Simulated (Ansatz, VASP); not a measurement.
# One calculation of Sc2Cu3, two programs

```
Sc Cu
1.0
     4.65905    0.00000    0.00000
     0.00000    4.65905    0.00000
     0.00000    0.00000    4.65905
Sc Cu
2 3
Direct
  0.50000 0.50000 0.50000
  0.00000 0.00000 0.00000
  0.50000 0.00000 0.00000
  0.00000 0.50000 0.00000
  0.00000 0.00000 0.50000
```

Change from the starting cell: species swapped into the Tl2F3 type (Pm-3m, No. 221).

Alike in both runs: functional PBE; k mesh 4 × 4 × 4; occupations gaussian, width 0.1 eV; no spin polarisation.

Ansatz relaxed the structure, and its values are those at the end. VASP's run is a single point on that final structure, the one shown.

|  | VASP | Ansatz |
| --- | --- | --- |
| version | VASP 6.6.1 | Ansatz 0.2.0 |
| potentials or method | VASP PAW PBE potentials, release 64 (Sc_sv, Cu), cutoff 520 eV | scalar-relativistic, plane waves, PAW |
| valence electrons in the cell | 55 | 79 |

|  | VASP | Ansatz | Ansatz less VASP |
| --- | --- | --- | --- |
| gap on the k mesh at the Fermi level (eV) | none | none | - |
| pressure (GPa) | 0.6 | 0.3 | -0.32 |

A gap of «none» marks a metal or a gap that the smearing closes. The functional is the same, so the differences come from potentials, cutoffs and numerics. VASP's potentials hold 55 valence electrons a cell and Ansatz's 79, so a difference there can come from the potentials and not from the codes.
